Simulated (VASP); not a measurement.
# SnO2 (P4_2/mnm) in VASP: further runs, part 2 of 2

VASP 6.6.1. Earlier steps stand in the parts before.

## 4. Single point, r2SCAN (uniaxial strain along c: -3.0 %, then relaxed in part)

POSCAR

```
SnO2
1.0
    4.8110392258      0.0000000000      0.0000000000
    0.0000000000      4.8110392258      0.0000000000
    0.0000000000      0.0000000000      3.1052318657
Sn O
2 4
Direct
    0.5000000000      0.5000000000      0.5000000000
    0.0000000000      0.0000000000      0.0000000000
    0.1952011047      0.8047988953      0.5000000000
    0.8047988953      0.1952011047      0.5000000000
    0.3047988953      0.3047988953      0.0000000000
    0.6952011047      0.6952011047      0.0000000000
```

INCAR.step1

```
PREC = Accurate ; ENCUT = 520
ISMEAR = 0 ; SIGMA = 0.02
LREAL = F ; LASPH = T
NELM = 80 ; NBANDS = 35
GGA = PE ; ALGO = Normal
EDIFF = 1E-4 ; LWAVE = T
LCHARG = F
```

INCAR.step2

```
PREC = Accurate ; ENCUT = 520
EDIFF = 1E-6 ; ISMEAR = 0
SIGMA = 0.02 ; LREAL = F
LASPH = T ; NELM = 80
ALGO = Normal ; ISIF = 2
LWAVE = F ; LCHARG = T
METAGGA = R2SCAN ; LMIXTAU = T
LELF = T ; LVHAR = T
NBANDS = 35 ; ISTART = 1
```

KPOINTS

```
Automatic mesh
0
Gamma
  6 6 8
```

Launch:

```
$ cat potpaw_PBE.64/Sn_d/POTCAR potpaw_PBE.64/O/POTCAR > POTCAR
$ cp INCAR.step1 INCAR
$ mpirun -np 1 vasp_std > vasp.out
$ cp INCAR.step2 INCAR
$ mpirun -np 1 vasp_std > vasp.out
```

Run time: 4.8 min. Hardware: 1 thread of Intel Xeon 6975P-C (Granite Rapids), shared host; peak memory 0.24 GiB.

It converged, with:

```yaml
Free_energy: -84.5459 eV
Pressure: 4.7 GPa
Largest_force: 0.050 eV/Å
Band_gap_on_the_k_mesh: 2.00 eV, direct
```

Forces in eV/Å, atoms in the order of the input:
```
Sn   0.000  0.000  0.000
Sn   0.000  0.000  0.000
O    0.035 -0.035  0.000
O   -0.035  0.035  0.000
O   -0.035 -0.035  0.000
O    0.035  0.035  0.000
```

Stress tensor (GPa, compression positive):
```
 0.93  0.00  0.00
 0.00  0.93  0.00
 0.00  0.00 12.34
```

Levels at points of the mesh, in eV from the valence-band top:
| k point | band 22 | band 23 | band 24 | band 25 | band 26 | band 27 | band 28 | band 29 | band 30 | band 31 |
| --- | --- | --- | --- | --- | --- | --- | --- | --- | --- | --- |
| (0.00, 0.00, 0.00) | -1.11 | -1.11 | -0.85 | -0.85 | 0.00 | 2.00 | 7.35 | 7.39 | 7.39 | 10.98 |
| (0.50, 0.00, 0.00) | -2.05 | -1.08 | -1.08 | -0.67 | -0.67 | 5.15 | 5.15 | 8.21 | 8.21 | 11.76 |
| (0.50, 0.50, 0.00) | -1.98 | -1.18 | -1.18 | -1.02 | -1.02 | 5.71 | 5.71 | 8.52 | 8.52 | 11.75 |
| (0.00, 0.00, 0.50) | -2.65 | -1.68 | -1.68 | -1.29 | -1.29 | 7.00 | 7.00 | 10.44 | 10.44 | 11.87 |
| (0.50, 0.00, 0.50) | -1.75 | -1.16 | -1.16 | -0.77 | -0.77 | 7.24 | 7.24 | 8.68 | 8.68 | 12.43 |
| (0.50, 0.50, 0.50) | -2.50 | -1.00 | -1.00 | -0.92 | -0.92 | 5.51 | 5.51 | 9.71 | 9.71 | 12.08 |

Caveat: the cell differs from its parent crystal (uniaxial strain along c: -3.0 %, then relaxed in part); the PAW data sets were made with another functional, which shifts forces and pressure a little; spin-orbit coupling is left out, which moves the levels of the heavy elements.

## 5. Single point, r2SCAN

This run uses another cell than the first one, of 12.08 Å³/atom, 1.014 times its volume.

POSCAR

```
SnO2
1.0
    4.7592005657      0.0000000000      0.0000000000
    0.0000000000      4.7592005657      0.0000000000
    0.0000000000      0.0000000000      3.2012699652
Sn O
2 4
Direct
    0.5000000000      0.5000000000      0.5000000000
    0.0000000000      0.0000000000      0.0000000000
    0.1940616415      0.8059383585      0.5000000000
    0.8059383585      0.1940616415      0.5000000000
    0.3059383585      0.3059383585      0.0000000000
    0.6940616415      0.6940616415      0.0000000000
```

INCAR.step1

```
SYSTEM = SnO2
  PREC = Accurate
  ENCUT = 520
  ISMEAR = 0
  SIGMA = 0.02
  LREAL = .FALSE.
  LASPH = .TRUE.
  NELM = 80
  NBANDS = 35
  GGA = PE
  ALGO = Normal
  EDIFF = 1E-4
  LWAVE = .TRUE.
  LCHARG = .FALSE.
```

INCAR.step2

```
SYSTEM = SnO2
  PREC = Accurate
  ENCUT = 520
  EDIFF = 1E-6
  ISMEAR = 0
  SIGMA = 0.02
  LREAL = .FALSE.
  LASPH = .TRUE.
  NELM = 80
  ALGO = Normal
  ISIF = 2
  LWAVE = .FALSE.
  LCHARG = .TRUE.
  METAGGA = R2SCAN
  LMIXTAU = .TRUE.
  LELF = .TRUE.
  LVHAR = .TRUE.
  NBANDS = 35
  ISTART = 1
```

KPOINTS

```
regular mesh
0
G
  6 6 8
  0 0 0
```

Potentials or basis: VASP PAW PBE potentials, release 64 (Sn_d, O).

Launch:

```
$ cat potpaw_PBE.64/Sn_d/POTCAR potpaw_PBE.64/O/POTCAR > POTCAR
$ cp INCAR.step1 INCAR
$ mpirun -np 1 vasp_std > vasp.out
$ cp INCAR.step2 INCAR
$ mpirun -np 1 vasp_std > vasp.out
```

OUTCAR:

```text
SYSTEM = SnO2
   PREC = Accurate
   ENCUT = 520
   EDIFF = 1E-6
   ISMEAR = 0
   LREAL = .FALSE.
   LASPH = .TRUE.
   NELM = 80
   ISIF = 2
   METAGGA = R2SCAN
   ISTART = 1

 ion  position               nearest neighbor table
   1  0.500  0.500  0.500-   3 2.06   4 2.06   5 2.07   6 2.07   5 2.07   6 2.07   2 3.73   2 3.73
                             2 3.73   2 3.73   2 3.73   2 3.73   2 3.73   2 3.73
   2  0.000  0.000  0.000-   5 2.06   6 2.06   3 2.07   4 2.07   3 2.07   4 2.07   1 3.73   1 3.73
                             1 3.73   1 3.73   1 3.73   1 3.73   1 3.73   1 3.73
   3  0.194  0.806  0.500-   1 2.06   2 2.07   2 2.07
   4  0.806  0.194  0.500-   1 2.06   2 2.07   2 2.07
   5  0.306  0.306  0.000-   2 2.06   1 2.07   1 2.07
   6  0.694  0.694  0.000-   2 2.06   1 2.07   1 2.07

  LATTYP: Found a simple tetragonal cell.
 ALAT       =     4.7592005657
 C/A-ratio  =     0.6726486772

  Lattice vectors:

 A1 = (   4.7592005657,   0.0000000000,   0.0000000000)
 A2 = (   0.0000000000,   4.7592005657,   0.0000000000)
 A3 = (   0.0000000000,   0.0000000000,   3.2012699652)

[... 181 lines left out ...]
  free energy    TOTEN  =       -84.62947409 eV

  energy without entropy =      -84.62947409  energy(sigma->0) =      -84.62947409

 E-fermi :   5.7424     XC(G=0): -11.9705

 val. band max:        5.5592482268   @ k =   0.0000   0.0000   0.0000
 cond. band min:       7.3548380401   @ k =   0.0000   0.0000   0.0000
 fundamental gap:      1.7955898133
 Fermi energy:         5.7423972638

 k-point     1 :       0.0000    0.0000    0.0000
  band No.  band energies     occupation
      1     -16.1778      2.00000
      2     -15.2641      2.00000
      3     -14.9641      2.00000
      4     -14.9641      2.00000
      5     -14.9415      2.00000
      6     -14.9034      2.00000
[... 901 lines left out ...]
     34      18.8114      0.00000
     35      19.1025      0.00000

 [... further k-points ...]
[... 5 lines left out ...]
  --------------------------------------------------------------------------------------
  -------------------------------------------------------------------------------------
  Total        0.4386922      0.4386922      0.6427599      0.0000000      0.0000000      0.0000000
  in kB        9.6934911      9.6934911     14.2026389      0.0000000      0.0000000      0.0000000
  external PRESSURE =      11.1965404 kB  Pullay stress =       0.0000000 kB

 VOLUME and BASIS-vectors are now :
 -----------------------------------------------------------------------------
  energy-cutoff  :      520.00
  volume of cell :       72.51
      direct lattice vectors                 reciprocal lattice vectors
     4.759200566  0.000000000  0.000000000     0.210119323  0.000000000  0.000000000
     0.000000000  4.759200566  0.000000000     0.000000000  0.210119323  0.000000000
     0.000000000  0.000000000  3.201269965     0.000000000  0.000000000  0.312376029

 POSITION                                       TOTAL-FORCE (eV/Angst)
 -----------------------------------------------------------------------------------
      2.37960      2.37960      1.60063         0.000000      0.000000      0.000000
      0.00000      0.00000      0.00000         0.000000      0.000000      0.000000
      0.92358      3.83562      1.60063         0.022421     -0.022421      0.000000
      3.83562      0.92358      1.60063        -0.022421      0.022421      0.000000
      1.45602      1.45602      0.00000        -0.022421     -0.022421     -0.000000
      3.30318      3.30318      0.00000         0.022421      0.022421      0.000000
 -----------------------------------------------------------------------------------
    total drift:                                0.000000      0.000000      0.000000

  FREE ENERGIE OF THE ION-ELECTRON SYSTEM (eV)
  ---------------------------------------------------
  free  energy   TOTEN  =       -84.6294740938 eV

  energy  without entropy=      -84.6294740938  energy(sigma->0) =      -84.62947409
```

It took 4.3 min on 1 thread of Intel Xeon Platinum 8259CL at 2.50GHz (Skylake/Cascade Lake), shared host; peak memory 0.24 GiB.

Results:

* Free energy: -84.6295 eV
* Pressure: 1.1 GPa
* Largest force: 0.032 eV/Å
* Band gap on the k mesh: 1.80 eV, direct

Forces in eV/Å, atoms in the order of the input:
```
Sn   0.000  0.000  0.000
Sn   0.000  0.000  0.000
O    0.022 -0.022  0.000
O   -0.022  0.022  0.000
O   -0.022 -0.022  0.000
O    0.022  0.022  0.000
```

Caveat: the PAW data sets were made with another functional, which shifts forces and pressure a little; spin-orbit coupling is left out, which moves the levels of the heavy elements. r2SCAN opens gaps a little over a GGA but as a rule still falls short of measured ones.

## 6. Single point, r2SCAN

This run uses another cell than the first one, of 12.08 Å³/atom, 1.014 times its volume.

POSCAR is that of step 5.

INCAR.step1

```
PREC     = Accurate       # precision mode
ENCUT    = 520            # plane-wave cutoff, eV
ISMEAR   = 0              # smearing method
SIGMA    = 0.02           # smearing width, eV
LREAL    = False          # projectors in reciprocal space
LASPH    = True           # aspherical terms in the spheres
NELM     = 60             # most SCF steps
NBANDS   = 35             # bands
GGA      = PE             # functional
ALGO     = Normal         # electronic algorithm
EDIFF    = 1E-4           # SCF threshold, eV
LWAVE    = True           # write WAVECAR
LCHARG   = False          # write CHGCAR
```

INCAR.step2

```
PREC     = Accurate       # precision mode
ENCUT    = 520            # plane-wave cutoff, eV
EDIFF    = 1E-6           # SCF threshold, eV
ISMEAR   = 0              # smearing method
SIGMA    = 0.02           # smearing width, eV
LREAL    = False          # projectors in reciprocal space
LASPH    = True           # aspherical terms in the spheres
NELM     = 60             # most SCF steps
ALGO     = Normal         # electronic algorithm
ISIF     = 2              # what is computed and relaxed
LWAVE    = False          # write WAVECAR
LCHARG   = False          # write CHGCAR
METAGGA  = R2SCAN         # meta-GGA
LMIXTAU  = True         
NBANDS   = 35             # bands
ISTART   = 1
```

KPOINTS

```
Automatic mesh
0
Gamma
  6 6 8
```

Potentials or basis: VASP PAW PBE potentials, release 64 (Sn_d, O).

Launch:

```
$ cat potpaw_PBE.64/Sn_d/POTCAR potpaw_PBE.64/O/POTCAR > POTCAR
$ cp INCAR.step1 INCAR
$ mpirun -np 1 vasp_std > vasp.out
$ cp INCAR.step2 INCAR
$ mpirun -np 1 vasp_std > vasp.out
```

Run time: 4.7 min. Hardware: 1 thread of Intel Xeon Platinum 8259CL at 2.50GHz (Skylake/Cascade Lake), shared host; peak memory 0.24 GiB.

The run converged. Its results:

```
Free energy            : -84.6295 eV
Pressure               : 1.1 GPa
Largest force          : 0.032 eV/Å
Band gap on the k mesh : 1.80 eV, direct
```

Forces on the atoms (eV/Å):
```
Sn   0.000  0.000  0.000
Sn   0.000  0.000  0.000
O    0.022 -0.022  0.000
O   -0.022  0.022  0.000
O   -0.022 -0.022  0.000
O    0.022  0.022  0.000
```

Stress tensor (GPa, compression positive):
```
0.97 0.00 0.00
0.00 0.97 0.00
0.00 0.00 1.42
```

Levels at points of the mesh, in eV from the valence-band top:
```tsv
k point	band 23	band 24	band 25	band 26	band 27	band 28	band 29	band 30
(0.00, 0.00, 0.00)	-1.22	-0.78	-0.78	0.00	1.80	6.81	7.05	7.05
(0.50, 0.00, 0.00)	-1.17	-1.17	-0.62	-0.62	5.01	5.01	7.80	7.80
(0.50, 0.50, 0.00)	-1.30	-1.30	-0.92	-0.92	5.44	5.44	8.22	8.22
(0.00, 0.00, 0.50)	-1.67	-1.67	-1.27	-1.27	6.87	6.87	10.53	10.53
(0.50, 0.00, 0.50)	-1.11	-1.11	-0.69	-0.69	7.15	7.15	8.85	8.85
(0.50, 0.50, 0.50)	-0.96	-0.96	-0.85	-0.85	5.53	5.53	9.65	9.65
```

Caveat: the PAW data sets were made with another functional, which shifts forces and pressure a little; spin-orbit coupling is left out, which moves the levels of the heavy elements. r2SCAN opens gaps a little over a GGA but as a rule still falls short of measured ones.

## 7. The runs side by side

```tsv
cell	gap on the mesh (eV)	pressure (GPa)	largest force (eV/Å)
a = 4.837, b = 4.837, c = 3.057 Å, 6 atoms	2.10	6.8	0.06
a = 4.811, b = 4.811, c = 3.105 Å, 6 atoms	2.00	4.7	0.05
a = 4.759, b = 4.759, c = 3.201 Å, 6 atoms	1.80	1.1	0.03
```

Alike in all rows: task single point; level r2SCAN; potentials or basis VASP PAW PBE potentials, release 64 (Sn_d, O); no spin polarisation; k mesh 6 × 6 × 8; cutoff (eV) 520; smearing gaussian 0.02 eV.

Caveats: the PAW data sets were made with another functional, which shifts forces and pressure a little; spin-orbit coupling is left out, which moves the levels of the heavy elements.

Total energies depend on the potentials used, so only differences within one code and one set of settings carry meaning.
